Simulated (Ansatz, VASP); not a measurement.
One calculation of Pb, two programs

```
CELL_PARAMETERS angstrom
3.48000 0.00000 0.00000
-1.74000 3.01377 0.00000
0.00000 0.00000 5.59000
ATOMIC_POSITIONS crystal
Pb 0.33333 0.66667 0.25000
Pb 0.66667 0.33333 0.75000
```

Alike in both runs: task electric field gradients; functional PBE; k mesh 14 × 14 × 8; occupations fermi-dirac, width 0.08 eV; no spin polarisation.

|  | VASP | Ansatz |
| --- | --- | --- |
| version | VASP 6.6.1 | Ansatz 0.2.0 |
| potentials or method | VASP PAW PBE potentials, release 64 (Pb_d), cutoff 520 eV | all-electron PAW with datasets made for the crystal, scalar-relativistic |

```csv
,VASP,Ansatz,Ansatz less VASP
pressure (GPa),4.0,4.1,+0.07
"traceless stress, the component that is largest in VASP (GPa)",1.27,1.28,+0.005
size of Vzz on the site where it differs most (V/Å²),50.6,53.1,+2.52
```

Ansatz ran all-electron here, and VASP with PAW potentials.

Spin-orbit coupling is off throughout.
